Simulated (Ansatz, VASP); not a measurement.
## C in VASP and in Ansatz

```
C
1.0
     0.00000    2.00190    1.41534
     2.00190    0.00000    1.41534
     2.00190    2.00190    0.00000
C
2
Direct
  0.50000 0.50000 0.50000
  0.75000 0.75000 0.75000
```

Alike in both runs: task single point; functional r2SCAN; k mesh 12 × 12 × 12; occupations gaussian, width 0.05 eV; no spin polarisation.

|  | VASP | Ansatz |
| --- | --- | --- |
| version | VASP 6.6.1 | Ansatz 0.2.0 |
| potentials or method | VASP PAW PBE potentials, release 64 (C), cutoff 520 eV | scalar-relativistic, plane waves, PAW |
| valence electrons in the cell | 8 | 8 |

```tsv
	VASP	Ansatz	Ansatz less VASP
gap on the k mesh at the Fermi level (eV)	none	none	-
pressure (GPa)	0.6	-0.4	-0.98
traceless stress, the component that is largest in VASP (GPa)	130.74	130.99	+0.256
```

VASP's potentials were made for PBE, not for r2SCAN. A gap of «none» marks a metal or a gap that the smearing closes. The functional is the same, so the differences come from potentials, cutoffs and numerics.
